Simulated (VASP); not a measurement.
BaMo3:

```xyz
8
Lattice="6.2045 0.0000 0.0000 -3.1023 5.3733 0.0000 0.0000 0.0000 4.9801" Properties=species:S:1:pos:R:3 pbc="T T T"
Ba    0.0000    3.5822    1.2450
Ba    3.1023    1.7911    3.7351
Mo    3.1023    3.5786    1.2450
Mo   -1.5480    4.4759    3.7351
Mo    1.5542    0.8973    1.2450
Mo    0.0000    1.7947    3.7351
Mo    4.6503    0.8973    1.2450
Mo    1.5480    4.4759    3.7351
```

```yaml
Program: VASP 6.6.1
Task: relaxation of cell and atoms
Functional: PBE
Potentials_or_basis: VASP PAW PBE potentials, release 64 (Ba_sv, Mo_sv)
Cutoff: 600 eV
k_mesh: 3 × 3 × 4
Occupations: gaussian, width 0.1 eV
Spin: no spin polarisation
```

At the start: pressure -4.4 GPa; volume 20.75 Å³/atom.

Where does the relaxation end?

Over 18 steps the energy falls by 960.5 meV/atom and the volume is 27.71 Å³/atom (+33.5 %); space group P6_3/mmc (No. 194, to 0.1 Å) before and after.

The path:
```tsv
step	energy change (eV)	largest force (eV/Å)	pressure (GPa)	volume (Å³)
1	0.0000	1.5195	-4.37	166.03
2	-0.7830	1.8511	4.93	152.79
3	-0.8507	1.6526	11.44	147.05
4	-1.0975	1.4805	13.39	146.28
5	-1.4899	0.3470	22.37	143.99
6	-2.0122	0.1418	21.11	146.81
7	-3.2791	0.6481	18.87	155.41
8	-4.3162	3.2763	20.52	173.33
9	-6.0559	0.9600	6.93	191.86
10	-6.5812	0.3338	-0.72	207.96
11	-6.6087	0.6525	-2.53	212.66
12	-6.8340	0.5255	-2.21	213.86
13	-7.4301	0.1130	-1.05	216.96
14	-7.3946	0.5717	3.97	220.72
15	-7.6764	0.1595	1.05	219.27
16	-7.6815	0.1401	-0.29	222.53
17	-7.6834	0.0400	0.16	221.41
18	-7.6843	0.0351	0.06	221.72
```

Final structure:
```
Ba Mo
1.0
     7.73177    0.00000    0.00000
    -3.86588    6.69591    0.00000
     0.00000    0.00000    4.28264
Ba Mo
2 6
Direct
  0.33333 0.66667 0.25000
  0.66667 0.33333 0.75000
  0.88663 0.77325 0.25000
  0.11337 0.88663 0.75000
  0.22675 0.11337 0.25000
  0.11337 0.22675 0.75000
  0.88663 0.11337 0.25000
  0.77325 0.88663 0.75000
```

Caveat: the k points lie up to 0.37 Å⁻¹ apart in the final cell, too coarse for converged energies and pressures of a metal; the volume moved by over 15 % at a fixed basis, so the end points are rough.
